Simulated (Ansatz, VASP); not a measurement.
## Ta6N5 in VASP and in Ansatz

```
Ta N
1.0
     3.10882    0.00000    0.00000
    -1.55441    2.69232    0.00000
     0.00000    0.00000   27.69170
Ta N
6 5
Direct
  0.33333 0.66667 0.27284
  0.00000 0.00000 0.36125
  0.66667 0.33333 0.45345
  0.33333 0.66667 0.54655
  0.00000 0.00000 0.63875
  0.66667 0.33333 0.72716
  0.66667 0.33333 0.31625
  0.33333 0.66667 0.40685
  0.00000 0.00000 0.50000
  0.66667 0.33333 0.59315
  0.33333 0.66667 0.68375
```

Alike in both runs: functional r2SCAN; k mesh 12 × 12 × 1; occupations gaussian, width 0.1 eV; no spin polarisation.

Ansatz relaxed the structure, and its values are those at the end. VASP's run is a single point on that final structure, the one shown.

```csv
,VASP,Ansatz
version,VASP 6.6.1,Ansatz 0.2.0
potentials or method,"VASP PAW PBE potentials, release 64 (Ta_pv, N), cutoff 520 eV","scalar-relativistic, plane waves, PAW"
valence electrons in the cell,91,103
```

```csv
,VASP,Ansatz,Ansatz less VASP
gap on the k mesh at the Fermi level (eV),none,none,-
rms of the force components (eV/Å),0.023,0.004,-0.0186
```

VASP's potentials were made for PBE, not for r2SCAN. A gap of «none» marks a metal or a gap that the smearing closes. VASP's potentials hold 91 valence electrons a cell and Ansatz's 103, so a difference there can come from the potentials and not from the codes. Ansatz's warnings: xc potential rough in thin density.

Neither program's run includes spin-orbit coupling.
